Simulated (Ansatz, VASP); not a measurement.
# K2S in VASP and in Ansatz

File INCAR:

```
SYSTEM = K2S
ALGO = Normal ; EDIFF = 1E-6
ENCUT = 500 ; GGA = RE
GGA_COMPAT = .FALSE. ; ISIF = 2
ISMEAR = 0 ; LASPH = .TRUE.
LCHARG = .FALSE. ; LREAL = .FALSE.
LWAVE = .FALSE. ; NBANDS = 19
NELM = 120 ; PREC = Accurate
SIGMA = 0.05
```

The input KPOINTS:

```
k-points
0
G
  6 6 6
  0 0 0
```

The input POSCAR:

```
K2S
1.0
    0.0000000000      3.7735268700      3.7735268700
    3.7735268700      0.0000000000      3.7735268700
    3.7735268700      3.7735268700      0.0000000000
K S
2 1
Direct
    0.2500000000      0.2500000000      0.2500000000
    0.7500000000      0.7500000000      0.7500000000
    0.0000000000      0.0000000000      0.0000000000
```

Input for Ansatz:

```yaml
crystal:
  lattice:
    - [0.0, 3.77352687, 3.77352687]
    - [3.77352687, 0.0, 3.77352687]
    - [3.77352687, 3.77352687, 0.0]
  atoms:
    - { symbol: K, position: [0.25, 0.25, 0.25] }
    - { symbol: K, position: [0.75, 0.75, 0.75] }
    - { symbol: S, position: [0.0, 0.0, 0.0] }
basis:
  ecutwfc: 420
  ecutrho_ratio: 4
kpoints:
  mp_grid: { grid: [6, 6, 6] }
hamiltonian:
  xc: revpbe
scf:
  occupations: { method: gaussian, width: 0.05 }
output:
  forces: true
  stress: true
  eigenvalues: true
```

Alike in both runs: task single point; functional revPBE; k mesh 6 × 6 × 6; occupations gaussian, width 0.05 eV; no spin polarisation.

```csv
,VASP,Ansatz
version,VASP 6.6.1,Ansatz 0.2.0
potentials or method,"VASP PAW PBE potentials, release 64 (K_sv, S), cutoff 500 eV","scalar-relativistic, plane waves, PAW"
valence electrons in the cell,24,24
```

|  | VASP | Ansatz | Ansatz less VASP |
| --- | --- | --- | --- |
| gap on the k mesh at the Fermi level (eV) | 2.47 | 2.47 | 0.000 |
| least direct gap on the mesh (eV) | 2.61 | 2.61 | +0.001 |
| pressure (GPa) | 0.3 | 0.3 | -0.02 |

VASP's potentials were made for PBE, not for revPBE.
